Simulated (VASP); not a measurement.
Write the native input for VASP 6.6.1 that does the following.

```
Task                   : single point
Functional             : r2SCAN
Dispersion             : rVV10
Potentials or basis    : VASP PAW PBE potentials, release 64 (Sn_d, O)
Cutoff                 : 660 eV
k mesh                 : 8 × 8 × 8
Occupations            : fermi-dirac, width 0.03 eV
Spin                   : no spin polarisation
Dipole correction      : no
Further INCAR settings : ALGO = Normal; EDIFF = 1e-06; NBANDS = 17
```

SnO:

```
CELL_PARAMETERS angstrom
0.00000 2.69136 2.69136
2.69136 0.00000 2.69136
2.69136 2.69136 0.00000
ATOMIC_POSITIONS crystal
Sn 0.00000 0.00000 0.00000
O 0.75000 0.75000 0.75000
```

These files were run (other wordings do the same):

POSCAR

```
SnO
1.0
    0.0000000000      2.6913620225      2.6913620225
    2.6913620225      0.0000000000      2.6913620225
    2.6913620225      2.6913620225      0.0000000000
Sn O
1 1
Direct
    0.0000000000      0.0000000000      0.0000000000
    0.7500000000      0.7500000000      0.7500000000
```

INCAR.step1

```
  PREC = Accurate
  ENCUT = 660
  ISMEAR = -1
  SIGMA = 0.03
  LREAL = F
  LASPH = T
  NELM = 120
  NBANDS = 17
  GGA = PE
  ALGO = Normal
  EDIFF = 1E-5
  LWAVE = T
  LCHARG = F
  GGA_COMPAT = F
```

INCAR.step2

```
  PREC = Accurate
  ENCUT = 660
  EDIFF = 1E-6
  ISMEAR = -1
  SIGMA = 0.03
  LREAL = F
  LASPH = T
  NELM = 120
  ALGO = Normal
  ISIF = 2
  LWAVE = F
  LCHARG = T
  METAGGA = R2SCAN
  LMIXTAU = T
  LUSE_VDW = T
  IVDW_NL = 2
  BPARAM = 11.95
  CPARAM = 0.0093
  LELF = T
  LVHAR = T
  NBANDS = 17
  ISTART = 1
  GGA_COMPAT = F
```

KPOINTS

```
regular mesh
0
Gamma
  8 8 8
```

Potentials or basis: VASP PAW PBE potentials, release 64 (Sn_d, O).

The run is started by

```sh
$ cat potpaw_PBE.64/Sn_d/POTCAR potpaw_PBE.64/O/POTCAR > POTCAR
$ cp INCAR.step1 INCAR
$ mpirun -np 1 vasp_std > vasp.out
$ cp INCAR.step2 INCAR
$ mpirun -np 1 vasp_std > vasp.out
```

It gave:

The pressure is 0.4 GPa and the band gap on the k mesh is zero (bands 10 and 11 overlap by 0.19 eV).

Caveat: semilocal functionals underestimate gaps, and a narrow one can read as zero; the PAW data sets were made with another functional, which shifts forces and pressure a little; spin-orbit coupling is left out, which moves the levels of the heavy elements.

Wall time 3.8 min on 1 thread of Intel Xeon 8259CL (shared host), peak memory 0.33 GiB.
